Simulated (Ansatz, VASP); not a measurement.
# Two plane-wave programs on Cu

File INCAR:

```
SYSTEM = Cu
ALGO = Fast ; EDIFF = 1E-6
EDIFFG = -0.01 ; ENCUT = 600
GGA = PE ; IBRION = 2
ISIF = 3 ; ISMEAR = 0
LASPH = .TRUE. ; LCHARG = .FALSE.
LREAL = .FALSE. ; LWAVE = .FALSE.
NELM = 80 ; NSW = 65
PREC = Accurate ; SIGMA = 0.1
```

Contents of KPOINTS:

```
k-points
0
G
  18 18 7
  0 0 0
```

The input POSCAR:

```
Cu
1.0
    2.5679503869      0.0000000000      0.0000000000
   -1.2839751935      2.2239102707      0.0000000000
    0.0000000000      0.0000000000      6.2900906228
Cu
3
Direct
    0.0000000000      0.0000000000      0.0000000000
    0.3333333333      0.6666666667      0.3333333333
    0.6666666667      0.3333333333      0.6666666667
```

Input for Ansatz:

```yaml
crystal:
  lattice:
    - [2.5679503869, 0.0, 0.0]
    - [-1.2839751935, 2.2239102707, 0.0]
    - [0.0, 0.0, 6.2900906228]
  atoms:
    - { symbol: Cu, position: [0.0, 0.0, 0.0] }
    - { symbol: Cu, position: [0.3333333333, 0.6666666667, 0.3333333333] }
    - { symbol: Cu, position: [0.6666666667, 0.3333333333, 0.6666666667] }
basis:
  ecutwfc: 420
kpoints:
  mp_grid: { grid: [18, 18, 7] }
hamiltonian:
  xc: pbe
scf:
  occupations: { method: gaussian, width: 0.1 }
output:
  forces: true
  stress: true
  eigenvalues: true
  populations: true
relax:
  adjacent_minimum: "off"
  f_tol: 0.01
  max_steps: 45
  cell: { stress_tol: 0.05 }
```

Alike in both runs: task relaxation of cell and atoms; functional PBE; k mesh 18 × 18 × 7; occupations gaussian, width 0.1 eV; no spin polarisation.

|  | VASP | Ansatz |
| --- | --- | --- |
| version | VASP 6.6.1 | Ansatz 0.2.0 |
| potentials or method | VASP PAW PBE potentials, release 64 (Cu), cutoff 600 eV | scalar-relativistic, plane waves, PAW |
| valence electrons in the cell | 33 | 57 |

```tsv
	VASP	Ansatz	Ansatz less VASP
gap on the k mesh at the Fermi level, each at its own relaxed structure (eV)	none	none	-
relaxed volume (Å³/atom)	12.01	11.96	-0.057
relaxed cell length with the largest relative difference (Å)	6.291	6.277	-0.0140
```

A gap of «none» marks a metal or a gap that the smearing closes. VASP's potentials hold 33 valence electrons a cell and Ansatz's 57, so a difference there can come from the potentials and not from the codes.
